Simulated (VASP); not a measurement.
Wanted: the native input for a VASP 6.6.1 run.

* Task: relaxation of cell and atoms
* Functional: PBE
* Potentials or basis: VASP PAW PBE potentials, release 64 (Sc_sv)
* Cutoff: 600 eV
* k mesh: 14 × 14 × 8
* Occupations: fermi-dirac, width 0.05 eV
* Spin: no spin polarisation
* Target pressure: 7.2 GPa
* Dipole correction: no
* Further INCAR settings: ALGO = Normal; EDIFF = 1e-07; IBRION = 2; EDIFFG = -0.005; NSW = 60; ISIF = 3

The structure of Sc lies in POSCAR:

```
Sc
1.0
    3.1512778073      0.0000000000      0.0000000000
   -1.5756389036      2.7290866355      0.0000000000
    0.0000000000      0.0000000000      5.1050700478
Sc
2
Direct
    0.3333333333      0.6666666667      0.2500000000
    0.6666666667      0.3333333333      0.7500000000
```

These files were run (other wordings do the same):

INCAR

```
SYSTEM = Sc
PREC = Accurate ; ENCUT = 600
EDIFF = 1E-7 ; ISMEAR = -1
SIGMA = 0.05 ; LREAL = .False.
LASPH = .True. ; NELM = 60
ALGO = Normal ; ISIF = 3
LWAVE = .False. ; LCHARG = .False.
GGA = PE ; IBRION = 2
NSW = 60 ; EDIFFG = -0.005
PSTRESS = 72.0
```

KPOINTS

```
regular mesh
0
Gamma
  14 14 8
  0 0 0
```

Potentials or basis: VASP PAW PBE potentials, release 64 (Sc_sv).

Launch:

```console
$ cat potpaw_PBE.64/Sc_sv/POTCAR > POTCAR
$ mpirun -np 1 vasp_std > vasp.out
```

Results of the run:

```json
{
  "Relaxed volume": "22.10 Å³/atom",
  "Relaxed cell": "a = 3.206 Å, b = 3.206 Å, c = 4.964 Å, α = 90.00°, β = 90.00°, γ = 120.00°",
  "Space group after relaxing (to 0.05 Å)": "P6_3/mmc (No. 194)",
  "Energy change on relaxing (the enthalpy is what falls)": "-15.0 meV/atom",
  "Ionic steps": "5",
  "Pressure after relaxing": "7.2 GPa",
  "Band gap on the k mesh": "zero (band 11 reaches 5.42 eV, above the bottom of band 12 at 3.74 eV)"
}
```

Caveat: the cell is relaxed towards a set pressure, so the enthalpy falls and the energy may rise.

Run time: 7.4 min on 1 thread of Oxide Virtual Turin-like Processor, with other jobs on the host, peak memory 0.21 GiB.
